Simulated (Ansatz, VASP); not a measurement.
# Two plane-wave programs on Ge

```
CELL_PARAMETERS angstrom
-2.61559 2.61908 1.43837
2.61908 -2.61559 1.43837
2.63047 2.63047 -1.43198
ATOMIC_POSITIONS crystal
Ge 0.99994 0.00006 0.00000
Ge 0.75006 0.24994 0.50000
```

Alike in both runs: task single point; functional PBEsol; k mesh 21 × 21 × 14; occupations fermi-dirac, width 0.1 eV; no spin polarisation.

|  | VASP | Ansatz |
| --- | --- | --- |
| version | VASP 6.6.1 | Ansatz 0.2.0 |
| potentials or method | VASP PAW PBE potentials, release 64 (Ge_d), cutoff 520 eV | plane waves (420 eV) with PAW, scalar-relativistic |
| valence electrons in the cell | 28 | 28 |

```csv
,VASP,Ansatz,Ansatz less VASP
pressure (GPa),-5.2,-5.0,+0.12
"traceless stress, the component that is largest in VASP (GPa)",-0.24,-0.24,-0.001
```

VASP's potentials were made for PBE, not for PBEsol, and Ansatz warns of the same on its side. The functional is the same, so the differences come from potentials, cutoffs and numerics.
